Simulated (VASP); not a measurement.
Wanted: the native input for a VASP 6.6.1 run.

| Item | Value |
| --- | --- |
| Task | relaxation of cell and atoms |
| Functional | PBE |
| Dispersion | D3(BJ) |
| Potentials or basis | VASP PAW PBE potentials, release 64 (Sn_d) |
| Cutoff | 600 eV |
| k mesh | 12 × 12 × 14 |
| Occupations | gaussian, width 0.1 eV |
| Spin | no spin polarisation |
| Dipole correction | no |
| Further INCAR settings | ALGO = Fast; EDIFF = 1e-06; IBRION = 2; EDIFFG = -0.01; NSW = 80; ISIF = 3 |

The structure of Sn lies in POSCAR:

```
Sn
1.0
    5.2834682790      0.0000000000      0.0000000000
   -2.6417341395      4.5756177498      0.0000000000
    0.0000000000      0.0000000000      2.8926594486
Sn
2
Direct
    0.3333333333      0.6666666667      0.0000000000
    0.6666666667      0.3333333333      0.0000000000
```

One way to write it, as run:

INCAR

```
SYSTEM = Sn
PREC = Accurate
ENCUT = 600
EDIFF = 1E-6
ISMEAR = 0
SIGMA = 0.1
LREAL = .False.
LASPH = .True.
NELM = 80
ALGO = Fast
ISIF = 3
LWAVE = .False.
LCHARG = .False.
GGA = PE
IVDW = 12
IBRION = 2
NSW = 80
EDIFFG = -0.01
```

KPOINTS

```
regular mesh
0
Gamma
  12 12 14
  0 0 0
```

Potentials or basis: VASP PAW PBE potentials, release 64 (Sn_d).

Command:

```console
$ cat potpaw_PBE.64/Sn_d/POTCAR > POTCAR
$ mpirun -np 1 vasp_std > vasp.out
```

Results of the run:

```yaml
Relaxed_volume: 34.23 Å³/atom
Relaxed_cell: a = 5.051 Å, b = 5.051 Å, c = 3.098 Å, α = 90.00°, β = 90.00°, γ = 120.00°
Space_group_after_relaxing_to_0.05_Å: P6/mmm (No. 191)
Energy_gained_by_relaxing: 59.9 meV/atom
Ionic_steps: 8
Pressure_after_relaxing: 0.0 GPa
Band_gap_on_the_k_mesh: zero (band 14 reaches 7.48 eV, above the bottom of band 15 at 3.69 eV)
Dispersion_energy_per_atom: -0.300 eV
```

Caveat: spin-orbit coupling is left out, which moves the levels of the heavy elements; pairwise dispersion overbinds metals, which lowers pressure and volume.

Run time: 7.5 min on 1 thread of Intel(R) Xeon(R) 6975P-C (Granite Rapids) (shared host), peak memory 0.35 GiB.
